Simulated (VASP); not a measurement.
# CdS (F-43m) in VASP: a series of runs

CdS is run at these levels: LDA; tasks: single point, relaxation of cell and atoms.

Everything below comes from runs of VASP 6.6.1. Logs are shortened: lines on timing, memory, paths and dates and some standing lists are left out, and cuts for length are marked.

## Step 1: The cell of the first run

The structure is cubic, space group F-43m (No. 216). Conventional cell: a = 5.840 Å, b = 5.840 Å, c = 5.840 Å, α = 90.00°, β = 90.00°, γ = 90.00°. Within 3.3 Å of Cd (site symmetry -43m) lie 4 S at 2.53 Å. S (site symmetry -43m) has 4 Cd at 2.53 Å within 3.3 Å.

## Step 2: Single point, LDA

The input, INCAR:

```
  ALGO = Normal
  EDIFF = 1E-6
  ENCUT = 500
  GGA_COMPAT = False
  ISIF = 2
  ISMEAR = 0
  LASPH = True
  LCHARG = False
  LREAL = False
  LWAVE = False
  NBANDS = 16
  NELM = 120
  PREC = Accurate
  SIGMA = 0.1
```

The input, KPOINTS:

```
k-points
0
Gamma
  6 6 6
```

The input, POSCAR:

```
CdS
1.0
    0.0000000000      2.9200000000      2.9200000000
    2.9200000000      0.0000000000      2.9200000000
    2.9200000000      2.9200000000      0.0000000000
Cd S
1 1
Direct
    0.0000000000      0.0000000000      0.0000000000
    0.2500000000      0.2500000000      0.2500000000
```

Potentials or basis: VASP PAW LDA potentials, release 64 (Cd, S).

Run with:

```bash
$ cat potpaw_LDA.64/Cd/POTCAR potpaw_LDA.64/S/POTCAR > POTCAR
$ mpirun -np 1 vasp_std > vasp.out
```

OUTCAR:

```text
EDIFF = 1E-6
   ENCUT = 500
   ISIF = 2
   ISMEAR = 0
   LASPH = True
   LREAL = False
   NELM = 120
   PREC = Accurate

 ion  position               nearest neighbor table
   1  0.000  0.000  0.000-   2 2.53   2 2.53   2 2.53   2 2.53
   2  0.250  0.250  0.250-   1 2.53   1 2.53   1 2.53   1 2.53

  LATTYP: Found a face centered cubic cell.
 ALAT       =     5.8400000000

  Lattice vectors:

 A1 = (   0.0000000000,   2.9200000000,   2.9200000000)
 A2 = (   2.9200000000,   0.0000000000,   2.9200000000)
 A3 = (   2.9200000000,   2.9200000000,   0.0000000000)

Analysis of symmetry for initial positions (statically):
=====================================================================
 Subroutine PRICEL returns:
 Original cell was already a primitive cell.

 Routine SETGRP: Setting up the symmetry group for a
 face centered cubic supercell.

 Subroutine GETGRP returns: Found 24 space group operations
 (whereof 24 operations were pure point group operations)
 out of a pool of 48 trial point group operations.

The static configuration has the point symmetry T_d .

Analysis of symmetry for dynamics (positions and initial velocities):
=====================================================================
 Subroutine PRICEL returns:
 Original cell was already a primitive cell.

 Routine SETGRP: Setting up the symmetry group for a
 face centered cubic supercell.

 Subroutine GETGRP returns: Found 24 space group operations
 (whereof 24 operations were pure point group operations)
 out of a pool of 48 trial point group operations.

The dynamic configuration has the point symmetry T_d .

 Subroutine INISYM returns: Found 24 space group operations
 (whereof 24 operations are pure point group operations),
 and found     1 'primitive' translations

----------------------------------------------------------------------------------------

                                     Primitive cell

  volume of cell :      49.7942

  direct lattice vectors                    reciprocal lattice vectors
     0.000000000  2.920000000  2.920000000    -0.171232877  0.171232877  0.171232877
     2.920000000  0.000000000  2.920000000     0.171232877 -0.171232877  0.171232877
     2.920000000  2.920000000  0.000000000     0.171232877  0.171232877 -0.171232877

  length of vectors
     4.129503602  4.129503602  4.129503602     0.296584042  0.296584042  0.296584042

  position of ions in fractional coordinates (direct lattice)
     0.000000000  0.000000000  0.000000000
     0.250000000  0.250000000  0.250000000

  ion indices of the primitive-cell ions
   primitive index   ion index
                 1           1
                 2           2

----------------------------------------------------------------------------------------

 KPOINTS: k-points

Automatic generation of k-mesh.
 Grid dimensions read from file:
 generate k-points for:    6    6    6

 Generating k-lattice:

  Cartesian coordinates                     Fractional coordinates (reciprocal lattice)
    -0.028538813  0.028538813  0.028538813     0.166666667  0.000000000  0.000000000
     0.028538813 -0.028538813  0.028538813     0.000000000  0.166666667  0.000000000
     0.028538813  0.028538813 -0.028538813     0.000000000  0.000000000  0.166666667

  Length of vectors
     0.049430674  0.049430674  0.049430674

  Shift w.r.t. Gamma in fractional coordinates (k-lattice)
     0.000000000  0.000000000  0.000000000

 Subroutine IBZKPT returns following result:
 ===========================================

 Found     16 irreducible k-points:

 Following reciprocal coordinates:
            Coordinates               Weight
  0.000000  0.000000  0.000000      1.000000
  0.166667  0.000000  0.000000      8.000000
  0.333333  0.000000  0.000000      8.000000
  0.500000  0.000000  0.000000      4.000000
  0.166667  0.166667  0.000000      6.000000
  0.333333  0.166667  0.000000     24.000000
[... 8 lines left out ...]
 -0.333333  0.333333  0.166667     24.000000
 -0.333333  0.500000  0.166667     12.000000
   k-points           NKPTS =     16   k-points in BZ     NKDIM =     16   number of bands    NBANDS=     16
   number of dos      NEDOS =    301   number of ions     NIONS =      2
   total plane-waves  NPLWV =  27000
   dimension x,y,z NGX =    30 NGY =   30 NGZ =   30
   dimension x,y,z NGXF=    60 NGYF=   60 NGZF=   60
   ions per type =               1   1
   NGX,Y,Z   is equivalent  to a cutoff of  12.08, 12.08, 12.08 a.u.
   NGXF,Y,Z  is equivalent  to a cutoff of  24.15, 24.15, 24.15 a.u.
 SYSTEM =  unknown system
   PREC   = accura    normal or accurate (medium, high low for compatibility)
   ISTART =      0    job   : 0-new  1-cont  2-samecut
   ICHARG =      2    charge: 1-file 2-atom 10-const
   ISPIN  =      1    spin polarized calculation?
   LNONCOLLINEAR =      F non collinear calculations
   LSORBIT =      F    spin-orbit coupling
   LASPH  =      T    aspherical Exc in radial PAW
   ENCUT  =  500.0 eV  36.75 Ry    6.06 a.u.   7.53  7.53  7.53*2*pi/ulx,y,z
   NELM   =    120;   NELMIN=  2; NELMDL= -5     # of ELM steps
   EDIFF  = 0.1E-05   stopping-criterion for ELM
   LREAL  =      F    real-space projection
   EDIFFG = 0.1E-04   stopping-criterion for IOM
   NSW    =      0    number of steps for IOM
   IBRION =     -1    ionic relax: 0-MD 1-quasi-New 2-CG
   NFREE  =      0    steps in history (QN), initial steepest desc. (CG)
   ISIF   =      2    stress and relaxation
   ISYM   =      2    0-nonsym 1-usesym 2-fastsym
   POTIM  = 0.5000    time-step for ionic-motion
   TEBEG  =    0.0;   TEEND  =   0.0 temperature during run
   PSTRESS=    0.0 pullay stress
   NELECT =      18.0000    total number of electrons
   NUPDOWN=      -1.0000    fix difference up-down
   EMIN   =  10.00;   EMAX   =-10.00  energy-range for DOS
   EFERMI =   0.00;   METHOD = LEGACY
   ISMEAR =     0;   SIGMA  =   0.10  broadening in eV -4-tet -1-fermi 0-gaus
   EFERMI_NEDOS =   21; number of points for ismear=-14 and -15
   IALGO  =     38    algorithm
   IMIX   =      4    mixing-type and parameters
     AMIX     =   0.40;   BMIX     =  1.00
     AMIX_MAG =   1.60;   BMIX_MAG =  1.00
  volume/ion in A,a.u.               =      24.90       168.01
  Fermi-wavevector in a.u.,A,eV,Ry     =   1.166199  2.203797 18.504210  1.360021
[... 47 lines left out ...]
      2      -6.6305      2.00000
      3      -6.6305      2.00000
      4      -6.5715      2.00000
      5      -6.1896      2.00000
      6      -6.1896      2.00000
[... 8 lines left out ...]
     15      11.6805      0.00000
     16      12.6018      0.00000

 k-point     3 :       0.3333    0.0000    0.0000
  band No.  band energies     occupation
      1     -10.9052      2.00000
      2      -6.5692      2.00000
      3      -6.5692      2.00000
      4      -6.2027      2.00000
      5      -6.1724      2.00000
      6      -6.1724      2.00000
[... 8 lines left out ...]
     15      12.0900      0.00000
     16      12.0900      0.00000

 k-point     4 :       0.5000    0.0000    0.0000
  band No.  band energies     occupation
      1     -10.7956      2.00000
      2      -6.5483      2.00000
      3      -6.5483      2.00000
      4      -6.1511      2.00000
      5      -6.1511      2.00000
      6      -5.8068      2.00000
[... 8 lines left out ...]
     15      13.5693      0.00000
     16      13.5693      0.00000

 k-point     5 :       0.1667    0.1667    0.0000
  band No.  band energies     occupation
      1     -11.0896      2.00000
      2      -6.5927      2.00000
      3      -6.5919      2.00000
      4      -6.5919      2.00000
      5      -6.2143      2.00000
      6      -6.1668      2.00000
[... 8 lines left out ...]
     15      12.7143      0.00000
     16      14.1791      0.00000

 k-point     6 :       0.3333    0.1667    0.0000
  band No.  band energies     occupation
      1     -10.9072      2.00000
      2      -6.5529      2.00000
      3      -6.5185      2.00000
      4      -6.3653      2.00000
      5      -6.1668      2.00000
      6      -6.1470      2.00000
[... 8 lines left out ...]
     15      12.9002      0.00000
     16      13.8185      0.00000

 k-point     7 :       0.5000    0.1667    0.0000
  band No.  band energies     occupation
      1     -10.7629      2.00000
      2      -6.5270      2.00000
      3      -6.4900      2.00000
      4      -6.2220      2.00000
      5      -6.1448      2.00000
      6      -5.7892      2.00000
[... 8 lines left out ...]
     15      13.6327      0.00000
     16      13.7349      0.00000

 k-point     8 :      -0.3333    0.1667    0.0000
  band No.  band energies     occupation
      1     -10.7986      2.00000
      2      -6.5276      2.00000
      3      -6.5152      2.00000
      4      -6.1954      2.00000
      5      -6.1874      2.00000
      6      -5.9120      2.00000
[... 8 lines left out ...]
     15      12.9296      0.00000
     16      13.8743      0.00000

 k-point     9 :      -0.1667    0.1667    0.0000
  band No.  band energies     occupation
      1     -10.9796      2.00000
      2      -6.5854      2.00000
      3      -6.5646      2.00000
      4      -6.4077      2.00000
      5      -6.2091      2.00000
      6      -6.1525      2.00000
[... 8 lines left out ...]
     15      12.2867      0.00000
     16      14.2334      0.00000

 k-point    10 :       0.3333    0.3333    0.0000
  band No.  band energies     occupation
      1     -10.8005      2.00000
      2      -6.4493      2.00000
      3      -6.4188      2.00000
      4      -6.4188      2.00000
      5      -6.1228      2.00000
      6      -6.0840      2.00000
[... 8 lines left out ...]
     15      13.1601      0.00000
     16      16.2578      0.00000

 k-point    11 :       0.5000    0.3333    0.0000
  band No.  band energies     occupation
      1     -10.6953      2.00000
      2      -6.4642      2.00000
      3      -6.3732      2.00000
      4      -6.3260      2.00000
      5      -6.1224      2.00000
      6      -5.7581      2.00000
[... 8 lines left out ...]
     15      13.7610      0.00000
     16      14.6629      0.00000

 k-point    12 :      -0.3333    0.3333    0.0000
  band No.  band energies     occupation
      1     -10.6955      2.00000
      2      -6.4904      2.00000
      3      -6.4144      2.00000
      4      -6.2425      2.00000
      5      -6.1668      2.00000
      6      -5.6283      2.00000
[... 8 lines left out ...]
     15      12.3591      0.00000
     16      15.5988      0.00000

 k-point    13 :       0.5000    0.5000    0.0000
  band No.  band energies     occupation
      1     -10.6603      2.00000
      2      -6.4610      2.00000
      3      -6.3195      2.00000
      4      -6.3195      2.00000
      5      -6.1006      2.00000
      6      -5.7424      2.00000
[... 8 lines left out ...]
     15      13.4487      0.00000
     16      14.5078      0.00000

 k-point    14 :       0.5000    0.3333    0.1667
  band No.  band energies     occupation
      1     -10.7648      2.00000
      2      -6.4808      2.00000
      3      -6.4723      2.00000
      4      -6.2886      2.00000
      5      -6.1493      2.00000
      6      -5.8978      2.00000
[... 8 lines left out ...]
     15      13.9359      0.00000
     16      14.2350      0.00000

 k-point    15 :      -0.3333    0.3333    0.1667
  band No.  band energies     occupation
      1     -10.6955      2.00000
      2      -6.4778      2.00000
      3      -6.4331      2.00000
      4      -6.2323      2.00000
      5      -6.1708      2.00000
      6      -5.6260      2.00000
[... 8 lines left out ...]
     15      13.3827      0.00000
     16      14.3460      0.00000

 k-point    16 :      -0.3333    0.5000    0.1667
  band No.  band energies     occupation
      1     -10.6617      2.00000
      2      -6.4427      2.00000
      3      -6.3979      2.00000
      4      -6.2685      2.00000
      5      -6.1467      2.00000
      6      -5.5951      2.00000
[... 8 lines left out ...]
     15      14.2113      0.00000
     16      14.2413      0.00000

------------------------ aborting loop because EDIFF is reached ----------------------------------------

  FORCE on cell =-STRESS in cart. coord.  units (eV):
  Direction    XX          YY          ZZ          XY          YZ          ZX
  --------------------------------------------------------------------------------------
  -------------------------------------------------------------------------------------
  Total       -0.6840366     -0.6840366     -0.6840366     -0.0000000     -0.0000000     -0.0000000
  in kB      -22.0095615    -22.0095615    -22.0095615     -0.0000000     -0.0000000     -0.0000000
  external PRESSURE =     -22.0095615 kB  Pullay stress =       0.0000000 kB

 VOLUME and BASIS-vectors are now :
 -----------------------------------------------------------------------------
  energy-cutoff  :      500.00
  volume of cell :       49.79
      direct lattice vectors                 reciprocal lattice vectors
     0.000000000  2.920000000  2.920000000    -0.171232877  0.171232877  0.171232877
     2.920000000  0.000000000  2.920000000     0.171232877 -0.171232877  0.171232877
     2.920000000  2.920000000  0.000000000     0.171232877  0.171232877 -0.171232877

 POSITION                                       TOTAL-FORCE (eV/Angst)
 -----------------------------------------------------------------------------------
      0.00000      0.00000      0.00000         0.000000      0.000000     -0.000000
      1.46000      1.46000      1.46000         0.000000     -0.000000      0.000000
 -----------------------------------------------------------------------------------
    total drift:                                0.000000      0.000000      0.000000

  FREE ENERGIE OF THE ION-ELECTRON SYSTEM (eV)
  ---------------------------------------------------
  free  energy   TOTEN  =        -7.3925661470 eV

  energy  without entropy=       -7.3925661470  energy(sigma->0) =       -7.39256615
```

Run time: 12 s. Hardware: 1 thread of Intel Xeon Platinum 8559C (Emerald Rapids), shared host; peak memory 0.14 GiB.

Results:

- Free energy: -7.3926 eV
- Pressure: -2.2 GPa
- Band gap on the k mesh: 0.88 eV

## Step 3: Single point, LDA

This run uses another cell than the first one, of 23.84 Å³/atom.

The input, INCAR:

```
SYSTEM = CdS
PREC     = Accurate       ! precision mode
ENCUT    = 500            ! plane-wave cutoff, eV
EDIFF    = 1E-6           ! SCF threshold, eV
ISMEAR   = 0              ! smearing method
SIGMA    = 0.02           ! smearing width, eV
LREAL    = .False.        ! projectors in reciprocal space
LASPH    = .True.         ! aspherical terms in the spheres
NELM     = 120            ! most SCF steps
ALGO     = Normal         ! electronic algorithm
ISIF     = 2              ! what is computed and relaxed
LWAVE    = .False.        ! write WAVECAR
LCHARG   = .True.         ! write CHGCAR
LELF     = .True.         ! ELF
LVHAR    = .True.       
NBANDS   = 16             ! bands
GGA_COMPAT= .False.
```

The input, KPOINTS:

```
regular mesh
0
Gamma
  8 8 8
  0 0 0
```

The input, POSCAR:

```
CdS
1.0
    0.0000000000      2.8782481810      2.8782481810
    2.8782481810      0.0000000000      2.8782481810
    2.8782481810      2.8782481810      0.0000000000
Cd S
1 1
Direct
    0.0000000000      0.0000000000      0.0000000000
    0.2500000000      0.2500000000      0.2500000000
```

Potentials or basis: VASP PAW LDA potentials, release 64 (Cd, S).

Run with:

```bash
$ cat potpaw_LDA.64/Cd/POTCAR potpaw_LDA.64/S/POTCAR > POTCAR
$ mpirun -np 1 vasp_std > vasp.out
```

Run time: 14 s. Hardware: 1 thread of Intel Xeon Platinum 8559C (Emerald Rapids), shared host; peak memory 0.15 GiB.

The run converged. Its results:

```
Free energy            : -7.4066 eV
Pressure               : 0.6 GPa
Band gap on the k mesh : 0.98 eV
```

Levels at points of the mesh, in eV from the valence-band top:
```csv
k point,band 5,band 6,band 7,band 8,band 9,band 10,band 11,band 12,band 13,band 14
"(0.00, 0.00, 0.00)",-7.40,-7.40,0.00,0.00,0.00,0.98,6.35,6.35,6.35,11.30
"(0.50, 0.00, 0.00)",-7.35,-6.98,-4.77,-0.83,-0.83,2.84,6.84,6.84,7.34,10.89
"(0.50, 0.50, 0.00)",-7.30,-6.91,-4.23,-2.07,-2.07,3.24,4.21,9.13,10.78,10.78
```

## Step 4: Relaxation of cell and atoms, LDA

The input, INCAR:

```
SYSTEM = CdS
PREC     = Accurate       ! precision mode
ENCUT    = 500            ! plane-wave cutoff, eV
EDIFF    = 1E-7           ! SCF threshold, eV
ISMEAR   = 0              ! smearing method
SIGMA    = 0.02           ! smearing width, eV
LREAL    = .False.        ! projectors in reciprocal space
LASPH    = .True.         ! aspherical terms in the spheres
NELM     = 120            ! most SCF steps
ALGO     = Normal         ! electronic algorithm
ISIF     = 3              ! what is computed and relaxed
LWAVE    = .False.        ! write WAVECAR
LCHARG   = .False.        ! write CHGCAR
IBRION   = 2              ! ionic algorithm
NSW      = 100            ! ionic steps
EDIFFG   = -0.002         ! ionic threshold
GGA_COMPAT= .False.      
NELMIN   = 4
```

KPOINTS is that of step 3.

The input, POSCAR:

```
CdS
1.0
    0.0000000000      2.9200000000      2.9200000000
    2.9200000000      0.0000000000      2.9200000000
    2.9200000000      2.9200000000      0.0000000000
Cd S
1 1
Direct
    0.0000000000      0.0000000000      0.0000000000
    0.2500000000      0.2500000000      0.2500000000
```

Run with:

```bash
$ cat potpaw_LDA.64/Cd/POTCAR potpaw_LDA.64/S/POTCAR > POTCAR
$ mpirun -np 1 vasp_std > vasp.out
```

It took 23 s on 1 thread of Intel Xeon Platinum 8559C (Emerald Rapids), shared host; peak memory 0.16 GiB.

The run converged. Its results:

| Item | Value |
| --- | --- |
| Free energy | -7.4076 eV |
| Relaxed volume | 24.04 Å³/atom |
| Relaxed cell | a = 4.081 Å, b = 4.081 Å, c = 4.081 Å, α = 60.00°, β = 60.00°, γ = 60.00° |
| Space group after relaxing (to 0.1 Å) | F-43m (No. 216) |
| Energy gained by relaxing | 6.1 meV/atom |
| Ionic steps | 3 |
| Pressure after relaxing | 0.0 GPa |
| Band gap on the k mesh | 0.96 eV |

The path:
| step | energy change (eV) | largest force (eV/Å) | pressure (GPa) | volume (Å³) |
| --- | --- | --- | --- | --- |
| 1 | 0.0000 | 0.0000 | -2.21 | 49.79 |
| 2 | -0.0099 | 0.0000 | 1.06 | 47.36 |
| 3 | -0.0123 | 0.0000 | 0.00 | 48.07 |

Final structure:
```
CELL_PARAMETERS angstrom
0.00000 2.88597 2.88597
2.88597 0.00000 2.88597
2.88597 2.88597 0.00000
ATOMIC_POSITIONS crystal
Cd 0.00000 0.00000 0.00000
S 0.25000 0.25000 0.25000
```

Levels at points of the mesh, in eV from the valence-band top:
```csv
k point,band 5,band 6,band 7,band 8,band 9,band 10,band 11,band 12,band 13
"(0.00, 0.00, 0.00)",-7.37,-7.37,0.00,0.00,0.00,0.96,6.35,6.35,6.35
"(0.50, 0.00, 0.00)",-7.33,-6.96,-4.72,-0.82,-0.82,2.83,6.84,6.84,7.32
"(0.50, 0.50, 0.00)",-7.28,-6.89,-4.20,-2.04,-2.04,3.25,4.20,9.09,10.74
```

## Step 5: The runs side by side

| task | cell | k mesh | smearing | gap on the mesh (eV) | pressure (GPa) |
| --- | --- | --- | --- | --- | --- |
| single point | a = 4.130 Å, angles 60.0°, 2 atoms | 6 × 6 × 6 | gaussian 0.1 eV | 0.88 | -2.2 |
| single point | a = 4.070 Å, angles 60.0°, 2 atoms | 8 × 8 × 8 | gaussian 0.02 eV | 0.98 | 0.6 |
| relaxation of cell and atoms | relaxed from a = 4.130 Å, angles 60.0°, 2 atoms | 8 × 8 × 8 | gaussian 0.02 eV | 0.96 | 0.0 |

Alike in all rows: level LDA; potentials or basis VASP PAW LDA potentials, release 64 (Cd, S); no spin polarisation; cutoff (eV) 500.

Absolute energies hang on the potentials; compare differences alone.
